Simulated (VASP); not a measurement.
# GaN: relaxation of shape and atoms at fixed volume with PBE

Crystal: GaN.

```
Ga N
1.0
     3.18000    0.00000    0.00000
    -1.59000    2.75396    0.00000
     0.00000    0.00000    5.16600
Ga N
2 2
Cartesian
  0.0000 1.8360 0.0000
  1.5900 0.9180 2.5830
  0.0000 1.8360 1.9373
  1.5900 0.9180 4.5203
```

```
Program                : VASP 6.6.1
Task                   : relaxation of shape and atoms at fixed volume
Functional             : PBE
Potentials or basis    : VASP PAW PBE potentials, release 64 (Ga_d, N)
Cutoff                 : 600 eV
k mesh                 : 10 × 10 × 6
Occupations            : gaussian, width 0.05 eV
Spin                   : no spin polarisation
Dipole correction      : no
Further INCAR settings : ALGO = Normal; EDIFF = 1e-06; IBRION = 2; EDIFFG = -0.01; NSW = 60; ISIF = 4
```

The energy gained by relaxing is 0.4 meV/atom. The ionic steps are 3. The pressure after relaxing is 7.2 GPa. The largest force after relaxing is 0.007 eV/Å and the band gap on the k mesh is 1.97 eV, direct.

Forces on the atoms (eV/Å):
```
Ga   0.000  0.000 -0.007
Ga   0.000  0.000 -0.007
N    0.000  0.000  0.007
N    0.000  0.000  0.007
```

Stress tensor (GPa, compression positive):
```
7.23 0.00 0.00
0.00 7.23 0.00
0.00 0.00 7.07
```

Step by step:
| step | energy change (eV) | largest force (eV/Å) | pressure (GPa) | volume (Å³) |
| --- | --- | --- | --- | --- |
| 1 | 0.0000 | 0.1347 | 7.17 | 45.24 |
| 2 | -0.0003 | 0.1027 | 7.20 | 45.24 |
| 3 | -0.0017 | 0.0072 | 7.18 | 45.24 |

Final structure:
```
Ga N
1.0
     3.17595    0.00000    0.00000
    -1.58797    2.75045    0.00000
     0.00000    0.00000    5.17920
Ga N
2 2
Direct
  0.33333 0.66667 0.99935
  0.66667 0.33333 0.49935
  0.33333 0.66667 0.37565
  0.66667 0.33333 0.87565
```

Levels at points of the mesh, in eV from the valence-band top:
| k point | band 14 | band 15 | band 16 | band 17 | band 18 | band 19 | band 20 | band 21 | band 22 |
| --- | --- | --- | --- | --- | --- | --- | --- | --- | --- |
| (0.00, 0.00, 0.00) | -1.04 | -1.04 | -0.05 | 0.00 | 0.00 | 1.97 | 4.33 | 9.24 | 9.96 |
| (0.50, 0.00, 0.00) | -5.33 | -4.25 | -2.77 | -2.24 | -1.01 | 5.10 | 5.61 | 6.06 | 8.66 |
| (0.00, 0.00, 0.50) | -3.87 | -0.53 | -0.53 | -0.53 | -0.53 | 4.31 | 4.31 | 8.51 | 8.51 |
| (0.50, 0.00, 0.50) | -6.65 | -1.96 | -1.96 | -1.92 | -1.92 | 4.43 | 4.43 | 7.82 | 7.82 |

It took 87 s on 1 thread of AMD EPYC 9R45 96-Core Processor (Zen 5) (shared host), peak memory 0.18 GiB.

As with any semilocal functional, this PBE gap is likely too small.
